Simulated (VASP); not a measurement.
Set up this calculation in VASP 6.6.1, as the native input.

| Item | Value |
| --- | --- |
| Task | single point |
| Functional | PBE |
| Potentials or basis | VASP PAW PBE potentials, release 64 (B, N) |
| Cutoff | 520 eV |
| k mesh | 12 × 12 × 6 |
| Occupations | gaussian, width 0.05 eV |
| Spin | no spin polarisation |
| Dipole correction | no |
| Further INCAR settings | ALGO = Normal; EDIFF = 1e-07; NBANDS = 16 |

The structure of BN lies in POSCAR:

```
BN
1.0
    2.5539396017      0.0000000000      0.0000000000
   -1.2769698009      2.2117765748      0.0000000000
    0.0000000000      0.0000000000      4.2268550000
B N
2 2
Direct
    0.6158025779      0.2316051558      1.1061861332
    0.3333333333      0.6666666667      0.4997240000
    0.6666666667      0.3333333333      0.6252760000
    0.3333333333      0.6666666667      0.1252760000
```

This cell differs from its parent crystal: atom 1 (B) moved by (-0.225, +0.450) A along y and z.

One way to write it, as run:

INCAR

```
PREC = Accurate
ENCUT = 520
EDIFF = 1E-7
ISMEAR = 0
SIGMA = 0.05
LREAL = False
LASPH = True
NELM = 80
ALGO = Normal
ISIF = 2
LWAVE = False
LCHARG = False
GGA = PE
NBANDS = 16
```

KPOINTS

```
regular mesh
0
Gamma
  12 12 6
```

Potentials or basis: VASP PAW PBE potentials, release 64 (B, N).

The run is started by

```sh
$ cat potpaw_PBE.64/B/POTCAR potpaw_PBE.64/N/POTCAR > POTCAR
$ mpirun -np 1 vasp_std > vasp.out
```

It gave:

| Property | Result |
| --- | --- |
| Pressure | 34.1 GPa |
| Largest force | 13.867 eV/Å |
| Band gap on the k mesh | 2.27 eV, indirect (least direct gap 4.00 eV) |

Caveat: the cell differs from its parent crystal (atom 1 (B) moved by (-0.225, +0.450) A along y and z); forces of over 1 eV/Å act on the atoms, so gaps and moduli don't describe the material at rest.

Wall time 33 s on 1 thread of AMD EPYC 9R45 (Zen 5) (shared host), peak memory 0.16 GiB.
